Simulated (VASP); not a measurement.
# C in VASP: notebook

The runs below take C through single point, with PBEsol+D3(BJ).

All numbers are computed with VASP 6.6.1; they aren't measurements. Logs are shortened: lines on timing, memory, paths and dates and some standing lists are left out, and cuts for length are marked.

**1. The cell of the first run**

It takes space group R-3m (No. 166, trigonal). The conventional cell has a = 2.520 Å, b = 2.520 Å, c = 10.095 Å, α = 90.00°, β = 90.00°, γ = 120.00°. Within 1.9 Å of C (site symmetry 3m) lie 3 C at 1.45 Å.

**2. Single point, PBEsol+D3(BJ)**

INCAR

```
SYSTEM = C
PREC = Accurate
ENCUT = 520
EDIFF = 1E-6
ISMEAR = 0
SIGMA = 0.05
LREAL = .FALSE.
LASPH = .TRUE.
NELM = 60
ALGO = Normal
ISIF = 2
LWAVE = .FALSE.
LCHARG = .FALSE.
GGA = PS
IVDW = 12
NBANDS = 11
```

KPOINTS

```
regular mesh
0
G
  15 15 15
  0 0 0
```

POSCAR

```
C
1.0
    1.2597722633      0.7273298553      3.3650427020
   -1.2597722633      0.7273298553      3.3650427020
    0.0000000000     -1.4546597106      3.3650427021
C
2
Direct
    0.1665836162      0.1665836162      0.1665836162
    0.8334163838      0.8334163838      0.8334163838
```

Potentials or basis: VASP PAW PBE potentials, release 64 (C).

On the command line:

```
cat potpaw_PBE.64/C/POTCAR > POTCAR
mpirun -np 1 vasp_std > vasp.out
```

OUTCAR:

```text
SYSTEM = C
   PREC = Accurate
   ENCUT = 520
   EDIFF = 1E-6
   ISMEAR = 0
   LREAL = .FALSE.
   LASPH = .TRUE.
   NELM = 60
   ISIF = 2
   GGA = PS
   IVDW = 12
 IVDW          = 12

 ion  position               nearest neighbor table
   1  0.167  0.167  0.167-   2 1.45   2 1.45   2 1.45
   2  0.833  0.833  0.833-   1 1.45   1 1.45   1 1.45

  LATTYP: Found a trigonal (rhomboedric) cell.
 ALAT       =     3.6659988080
 COS(alpha) =     0.7638274379

  Lattice vectors:

 A1 = (   1.2597722633,   0.7273298553,   3.3650427020)
 A2 = (  -1.2597722633,   0.7273298553,   3.3650427020)
 A3 = (   0.0000000000,  -1.4546597106,   3.3650427021)

Analysis of symmetry for initial positions (statically):
=====================================================================
 Subroutine PRICEL returns:
 Original cell was already a primitive cell.

 Routine SETGRP: Setting up the symmetry group for a
 trigonal (rhombohedral) supercell.

 Subroutine GETGRP returns: Found 12 space group operations
 (whereof 12 operations were pure point group operations)
 out of a pool of 12 trial point group operations.

The static configuration has the point symmetry D_3d.

Analysis of symmetry for dynamics (positions and initial velocities):
=====================================================================
 Subroutine PRICEL returns:
 Original cell was already a primitive cell.

 Routine SETGRP: Setting up the symmetry group for a
 trigonal (rhombohedral) supercell.

 Subroutine GETGRP returns: Found 12 space group operations
 (whereof 12 operations were pure point group operations)
 out of a pool of 12 trial point group operations.

The dynamic configuration has the point symmetry D_3d.

 Subroutine INISYM returns: Found 12 space group operations
 (whereof 12 operations are pure point group operations),
 and found     1 'primitive' translations

----------------------------------------------------------------------------------------

                                     Primitive cell

  volume of cell :      18.4997

  direct lattice vectors                    reciprocal lattice vectors
     1.259772263  0.727329855  3.365042702     0.396897133  0.229148667  0.099057683
    -1.259772263  0.727329855  3.365042702    -0.396897133  0.229148667  0.099057683
     0.000000000 -1.454659711  3.365042702     0.000000000 -0.458297334  0.099057683

  length of vectors
     3.665998808  3.665998808  3.665998808     0.468880444  0.468880444  0.468880444

  position of ions in fractional coordinates (direct lattice)
     0.166583616  0.166583616  0.166583616
     0.833416384  0.833416384  0.833416384

  ion indices of the primitive-cell ions
   primitive index   ion index
                 1           1
                 2           2

----------------------------------------------------------------------------------------

 KPOINTS: regular mesh

Automatic generation of k-mesh.
 Grid dimensions read from file:
 generate k-points for:   15   15   15

 Generating k-lattice:

  Cartesian coordinates                     Fractional coordinates (reciprocal lattice)
     0.026459809  0.015276578  0.006603846     0.066666667  0.000000000  0.000000000
    -0.026459809  0.015276578  0.006603846     0.000000000  0.066666667  0.000000000
     0.000000000 -0.030553156  0.006603846     0.000000000  0.000000000  0.066666667

  Length of vectors
     0.031258696  0.031258696  0.031258696

  Shift w.r.t. Gamma in fractional coordinates (k-lattice)
     0.000000000  0.000000000  0.000000000

 Subroutine IBZKPT returns following result:
 ===========================================

 Found    344 irreducible k-points:

 Following reciprocal coordinates:
            Coordinates               Weight
  0.000000  0.000000  0.000000      1.000000
  0.066667 -0.000000  0.000000      6.000000
  0.133333 -0.000000  0.000000      6.000000
  0.200000  0.000000 -0.000000      6.000000
  0.266667 -0.000000  0.000000      6.000000
  0.333333 -0.000000  0.000000      6.000000
[... 16 lines left out ...]
  0.133333  0.133333  0.000000      6.000000
  0.200000  0.133333 -0.000000     12.000000
 [... further k-points ...]
   k-points           NKPTS =    344   k-points in BZ     NKDIM =    344   number of bands    NBANDS=     11
   number of dos      NEDOS =    301   number of ions     NIONS =      2
   total plane-waves  NPLWV =  21952
   dimension x,y,z NGX =    28 NGY =   28 NGZ =   28
   dimension x,y,z NGXF=    56 NGYF=   56 NGZF=   56
   ions per type =               2
   NGX,Y,Z   is equivalent  to a cutoff of  12.70, 12.70, 12.70 a.u.
   NGXF,Y,Z  is equivalent  to a cutoff of  25.39, 25.39, 25.39 a.u.
 SYSTEM =  C
   PREC   = accura    normal or accurate (medium, high low for compatibility)
   ISTART =      0    job   : 0-new  1-cont  2-samecut
   ICHARG =      2    charge: 1-file 2-atom 10-const
   ISPIN  =      1    spin polarized calculation?
   LNONCOLLINEAR =      F non collinear calculations
   LSORBIT =      F    spin-orbit coupling
   LASPH  =      T    aspherical Exc in radial PAW
   ENCUT  =  520.0 eV  38.22 Ry    6.18 a.u.   6.82  6.82  6.82*2*pi/ulx,y,z
   NELM   =     60;   NELMIN=  2; NELMDL= -5     # of ELM steps
   EDIFF  = 0.1E-05   stopping-criterion for ELM
   LREAL  =      F    real-space projection
   EDIFFG = 0.1E-04   stopping-criterion for IOM
   NSW    =      0    number of steps for IOM
   IBRION =     -1    ionic relax: 0-MD 1-quasi-New 2-CG
   NFREE  =      0    steps in history (QN), initial steepest desc. (CG)
   ISIF   =      2    stress and relaxation
   ISYM   =      2    0-nonsym 1-usesym 2-fastsym
   POTIM  = 0.5000    time-step for ionic-motion
   TEBEG  =    0.0;   TEEND  =   0.0 temperature during run
   PSTRESS=    0.0 pullay stress
   NELECT =       8.0000    total number of electrons
   NUPDOWN=      -1.0000    fix difference up-down
   EMIN   =  10.00;   EMAX   =-10.00  energy-range for DOS
   EFERMI =   0.00;   METHOD = LEGACY
   ISMEAR =     0;   SIGMA  =   0.05  broadening in eV -4-tet -1-fermi 0-gaus
   EFERMI_NEDOS =   21; number of points for ismear=-14 and -15
   IALGO  =     38    algorithm
   IMIX   =      4    mixing-type and parameters
     AMIX     =   0.40;   BMIX     =  1.00
     AMIX_MAG =   1.60;   BMIX_MAG =  1.00
  volume/ion in A,a.u.               =       9.25        62.42
  Fermi-wavevector in a.u.,A,eV,Ry     =   1.237988  2.339458 20.852480  1.532614
  Thomas-Fermi vector in A             =   2.372532
   LORBIT       =      0    0 simple, 1 ext, 2 COOP (PROOUT), +10 PAW based schemes
   GGA     = PS    functional components
   LHFCALC =     F    Hartree Fock is set to
   AEXX    =    0.0000 exact exchange contribution
   IVDW    =    12    specifies the selected vdW correction
   LEPSILON=     F    determine dielectric tensor
   LRPA    =     F    only Hartree local field effects (RPA)
 non-spin polarized calculation
 Gauss-broadening in eV      SIGMA  =   0.05
  energy-cutoff  :      520.00
  volume of cell :       18.50
 maximum number of plane-waves:       517
   NGX = 13   NGY = 13   NGZ = 13

 number of electron       8.0000000 magnetization

 Free energy of the ion-electron system (eV)
  ---------------------------------------------------
  ext. energy  EPLUGINS =         0.00000000
  ---------------------------------------------------
  free energy    TOTEN  =       -19.21212305 eV

  energy without entropy =      -19.21212305  energy(sigma->0) =      -19.21212305

 E-fermi :   4.0955     XC(G=0): -10.3954

 val. band max:        3.8492230847   @ k =  -0.3333   0.3333   0.0000
 cond. band min:       4.5252746050   @ k =  -0.3333   0.3333   0.0000
 fundamental gap:      0.6760515203
 Fermi energy:         4.0955440259

 k-point     1 :       0.0000    0.0000    0.0000
  band No.  band energies     occupation
      1     -14.9130      2.00000
      2      -1.9296      2.00000
      3       1.2043      2.00000
      4       1.2043      2.00000
      5       8.4627      0.00000
      6      12.1164      0.00000
      7      12.1164      0.00000
      8      14.7900      0.00000
      9      15.4954      0.00000
     10      25.8035      0.00000
     11      29.2117      0.00000

 k-point     2 :       0.0667   -0.0000    0.0000
  band No.  band energies     occupation
      1     -14.8094      2.00000
      2      -1.8279      2.00000
      3       0.7900      2.00000
      4       0.9968      2.00000
      5       8.6105      0.00000
      6      12.1622      0.00000
      7      12.5394      0.00000
      8      14.4488      0.00000
      9      15.6989      0.00000
     10      26.1296      0.00000
     11      28.2379      0.00000

 k-point     3 :       0.1333   -0.0000    0.0000
  band No.  band energies     occupation
      1     -14.4996      2.00000
      2      -1.5243      2.00000
      3      -0.3087      2.00000
      4       0.4697      2.00000
      5       9.0522      0.00000
      6      12.1553      0.00000
      7      13.5092      0.00000
      8      13.7047      0.00000
      9      16.3566      0.00000
     10      26.0523      0.00000
     11      27.0922      0.00000

 k-point     4 :       0.2000    0.0000   -0.0000
  band No.  band energies     occupation
      1     -13.9861      2.00000
      2      -1.8134      2.00000
      3      -1.0223      2.00000
      4      -0.1914      2.00000
      5       9.7772      0.00000
      6      11.9326      0.00000
      7      12.2054      0.00000
      8      15.3986      0.00000
      9      17.3969      0.00000
     10      24.1154      0.00000
     11      26.5196      0.00000
[... 239 lines left out ...]
 k-point    22 :      -0.0667    0.0667    0.0000
  band No.  band energies     occupation
      1     -14.6069      2.00000
      2      -1.5886      2.00000
      3       0.0868      2.00000
      4       0.5772      2.00000
      5       8.8322      0.00000
      6      12.3248      0.00000
      7      13.1433      0.00000
      8      13.8032      0.00000
      9      16.1822      0.00000
     10      26.3699      0.00000
     11      26.7195      0.00000

 k-point    23 :       0.1333    0.1333    0.0000
  band No.  band energies     occupation
      1     -14.4834      2.00000
      2      -1.6631      2.00000
      3      -0.2931      2.00000
      4       0.4555      2.00000
      5       9.3357      0.00000
      6      12.1150      0.00000
      7      13.4855      0.00000
      8      13.7077      0.00000
      9      16.3849      0.00000
     10      25.7367      0.00000
     11      26.9723      0.00000

 k-point    24 :       0.2000    0.1333   -0.0000
  band No.  band energies     occupation
      1     -14.1676      2.00000
      2      -1.4204      2.00000
      3      -1.1144      2.00000
      4      -0.1192      2.00000
      5       9.9010      0.00000
      6      12.3299      0.00000
      7      12.6843      0.00000
      8      14.2125      0.00000
      9      17.2594      0.00000
     10      24.1520      0.00000
     11      27.5116      0.00000

 [... further k-points ...]

------------------------ aborting loop because EDIFF is reached ----------------------------------------

 Edisp (eV)   -0.21602

 E8    (eV) :    -0.1050

  FORCE on cell =-STRESS in cart. coord.  units (eV):
  Direction    XX          YY          ZZ          XY          YZ          ZX
  --------------------------------------------------------------------------------------
  -------------------------------------------------------------------------------------
  Total      -3.21357    -3.21357    -0.08441     0.00000     0.00000     0.00000
  in kB    -278.31268  -278.31268    -7.31022     0.00000     0.00000     0.00000
  external pressure =     -187.98 kB  Pullay stress =        0.00 kB

 VOLUME and BASIS-vectors are now :
 -----------------------------------------------------------------------------
  energy-cutoff  :      520.00
  volume of cell :       18.50
      direct lattice vectors                 reciprocal lattice vectors
     1.259772263  0.727329855  3.365042702     0.396897133  0.229148667  0.099057683
    -1.259772263  0.727329855  3.365042702    -0.396897133  0.229148667  0.099057683
     0.000000000 -1.454659711  3.365042702     0.000000000 -0.458297334  0.099057683

 POSITION                                       TOTAL-FORCE (eV/Angst)
 -----------------------------------------------------------------------------------
      0.00000      0.00000      1.68168         0.000000      0.000000      0.003819
      0.00000      0.00000      8.41345         0.000000     -0.000000     -0.003819
 -----------------------------------------------------------------------------------
    total drift:                               -0.000000      0.000000      0.000000

  FREE ENERGIE OF THE ION-ELECTRON SYSTEM (eV)
  ---------------------------------------------------
  free  energy   TOTEN  =       -19.4281444858 eV

  energy  without entropy=      -19.4281444858  energy(sigma->0) =      -19.42814449
```

Wall time 37 s (1 thread of Intel Xeon 6975P-C (Granite Rapids), shared host); peak memory 0.2 GiB.

Results:

```yaml
Free_energy: -19.4281 eV
Pressure: -18.8 GPa
Largest_force: 0.004 eV/Å
Dispersion_energy_per_atom: -0.108 eV
```

Forces in eV/Å, atoms in the order of the input:
```
C    0.000  0.000  0.004
C    0.000  0.000 -0.004
```

Caveat: the stress differs along the axes, from -28 to -1 GPa; the PAW data sets were made with another functional, which shifts forces and pressure a little.

**3. Single point, PBEsol+D3(BJ) (atoms displaced along a vibrational mode, the cell strained)**

INCAR

```
SYSTEM = C
ALGO = Normal ; EDIFF = 1E-6
ENCUT = 520 ; GGA = PS
ISIF = 2 ; ISMEAR = 0
IVDW = 12 ; LASPH = .True.
LCHARG = .False. ; LREAL = .False.
LWAVE = .False. ; NBANDS = 11
NELM = 80 ; PREC = Accurate
SIGMA = 0.05
```

KPOINTS

```
k-points
0
Gamma
  15 15 15
  0 0 0
```

POSCAR

```
C
1.0
    1.1983199578      0.6918503502      3.2008942776
   -1.1983199578      0.6918503502      3.2008942776
    0.0000000000     -1.3837007004      3.2008942776
C
2
Direct
    0.1421744425      0.1909927899      0.1665836162
    0.8578255575      0.8090072101      0.8334163838
```

Potentials or basis: VASP PAW PBE potentials, release 64 (C).

On the command line:

```
cat potpaw_PBE.64/C/POTCAR > POTCAR
mpirun -np 1 vasp_std > vasp.out
```

It took 2.9 min on 1 thread of Intel Xeon 6975P-C (Granite Rapids), shared host; peak memory 0.37 GiB.

The run converged. Its results:

```yaml
Free_energy: -18.9455 eV
Pressure: 35.3 GPa
Largest_force: 7.879 eV/Å
Dispersion_energy_per_atom: -0.113 eV
```

Forces on the atoms (eV/Å):
```
C    7.782 -1.232 -0.003
C   -7.782  1.232  0.003
```

Stress tensor (GPa, compression positive):
```
 54.50 -24.50  -0.09
-24.50  50.53   0.03
 -0.09   0.03   0.97
```

Caveat: the cell differs from its parent crystal (atoms displaced along a vibrational mode, the cell strained); the stress differs along the axes, from 1 to 55 GPa; the PAW data sets were made with another functional, which shifts forces and pressure a little.

**4. Single point, PBEsol+D3(BJ) (atoms displaced along a vibrational mode, the cell strained)**

INCAR

```
  PREC = Accurate
  ENCUT = 520
  EDIFF = 1E-6
  ISMEAR = 0
  SIGMA = 0.05
  LREAL = False
  LASPH = True
  NELM = 100
  ALGO = Normal
  ISIF = 2
  LWAVE = False
  LCHARG = False
  GGA = PS
  IVDW = 12
  NBANDS = 11
```

KPOINTS

```
Automatic mesh
0
Gamma
  15 15 15
```

POSCAR

```
C
1.0
    1.1983199578      0.6918503502      3.2008942776
   -1.1983199578      0.6918503502      3.2008942776
    0.0000000000     -1.3837007004      3.2008942776
C
2
Direct
    0.1584472250      0.1747200074      0.1665836162
    0.8415527750      0.8252799926      0.8334163838
```

On the command line:

```
cat potpaw_PBE.64/C/POTCAR > POTCAR
mpirun -np 1 vasp_std > vasp.out
```

Wall time 3.3 min (1 thread of Intel Xeon 6975P-C (Granite Rapids), shared host); peak memory 0.36 GiB.

The run converged. Its results:

* Free energy: -19.3501 eV
* Pressure: 28.3 GPa
* Largest force: 2.607 eV/Å
* Dispersion energy per atom: -0.113 eV

Forces on the atoms (eV/Å):
```
C    2.603 -0.137 -0.002
C   -2.603  0.137  0.002
```

Stress tensor (GPa, compression positive):
```
42.19 -7.98 -0.03
-7.98 41.70  0.00
-0.03  0.00  1.01
```

Caveat: the cell differs from its parent crystal (atoms displaced along a vibrational mode, the cell strained); the stress differs along the axes, from 1 to 42 GPa; the PAW data sets were made with another functional, which shifts forces and pressure a little.

**5. Single point, PBEsol+D3(BJ) (atoms displaced along a vibrational mode, the cell strained)**

INCAR: that of step 4 with these lines changed.

```diff
@@ -11,5 +11,7 @@
   LWAVE = False
-  LCHARG = False
+  LCHARG = True
   GGA = PS
   IVDW = 12
+  LELF = True
+  LVHAR = True
   NBANDS = 11
```

KPOINTS is that of step 4.

POSCAR

```
C
1.0
    1.1983199578      0.6918503502      3.2008942776
   -1.1983199578      0.6918503502      3.2008942776
    0.0000000000     -1.3837007004      3.2008942776
C
2
Direct
    0.1503108337      0.1828563987      0.1665836162
    0.8496891663      0.8171436013      0.8334163838
```

On the command line:

```
cat potpaw_PBE.64/C/POTCAR > POTCAR
mpirun -np 1 vasp_std > vasp.out
```

Run time: 3.6 min. Hardware: 1 thread of Intel Xeon 6975P-C (Granite Rapids), shared host; peak memory 0.37 GiB.

The run converged. Its results:

```yaml
Free_energy: -19.1983 eV
Pressure: 30.9 GPa
Largest_force: 5.214 eV/Å
Dispersion_energy_per_atom: -0.113 eV
```

Forces in eV/Å, atoms in the order of the input:
```
C    5.186 -0.543  0.003
C   -5.186  0.543 -0.003
```

Stress tensor (GPa, compression positive):
```
 46.77 -15.94  -0.07
-15.94  44.92  -0.03
 -0.07  -0.03   1.12
```

Caveat: the cell differs from its parent crystal (atoms displaced along a vibrational mode, the cell strained); the stress differs along the axes, from 1 to 47 GPa; the PAW data sets were made with another functional, which shifts forces and pressure a little.

**6. The runs side by side**

| cell | pressure (GPa) | largest force (eV/Å) |
| --- | --- | --- |
| a = 3.666 Å, angles 40.2°, 2 atoms, atomic positions A | -18.8 | - |
| a = 3.487 Å, angles 40.2°, 2 atoms, atomic positions B | 35.3 | 7.88 |
| a = 3.487 Å, angles 40.2°, 2 atoms, atomic positions C | 28.3 | 2.61 |
| a = 3.487 Å, angles 40.2°, 2 atoms, atomic positions D | 30.9 | 5.21 |

Alike in all rows: task single point; level PBEsol+D3(BJ); potentials or basis VASP PAW PBE potentials, release 64 (C); no spin polarisation; k mesh 15 × 15 × 15; cutoff (eV) 520; smearing gaussian 0.05 eV.

Caveats: the PAW data sets were made with another functional, which shifts forces and pressure a little; the stress differs along the axes, from -28 to -1 GPa (at least some runs); the stress differs along the axes, from 1 to 55 GPa (at least some runs); the stress differs along the axes, from 1 to 42 GPa (at least some runs); the stress differs along the axes, from 1 to 47 GPa (at least some runs).

Total energies depend on the potentials used, so only differences within one code and one set of settings carry meaning.
